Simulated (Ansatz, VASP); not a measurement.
## SiO2: VASP beside Ansatz

```
CELL_PARAMETERS angstrom
4.20778 0.00000 0.00000
0.00000 4.20778 0.00000
0.00000 0.00000 2.68547
ATOMIC_POSITIONS crystal
Si 0.00000 0.00000 0.00000
Si 0.50000 0.50000 0.50000
O 0.30670 0.30670 0.00000
O 0.19330 0.80670 0.50000
O 0.69330 0.69330 0.00000
O 0.80670 0.19330 0.50000
```

Change from the starting cell: volume scaled by 1.02.

Alike in both runs: task single point; functional PBEsol; k mesh 6 × 6 × 9; occupations fermi-dirac, width 0.03 eV; no spin polarisation.

|  | VASP | Ansatz |
| --- | --- | --- |
| version | VASP 6.6.1 | Ansatz 0.2.0 |
| potentials or method | VASP PAW PBE potentials, release 64 (Si, O), cutoff 520 eV | all-electron LAPW, scalar-relativistic |

|  | VASP | Ansatz | Ansatz less VASP |
| --- | --- | --- | --- |
| gap on the k mesh at the Fermi level (eV) | 5.23 | 5.24 | +0.007 |
| pressure (GPa) | -1.7 | -2.4 | -0.68 |
| traceless stress, the component that is largest in VASP (GPa) | 0.03 | -0.58 | -0.613 |
| rms of the force components (eV/Å) | 0.044 | 0.024 | -0.0197 |

VASP's potentials were made for PBE, not for PBEsol. Atom by atom the forces differ by 0.020 eV/Å (rms over components). Ansatz ran all-electron here, and VASP with PAW potentials.
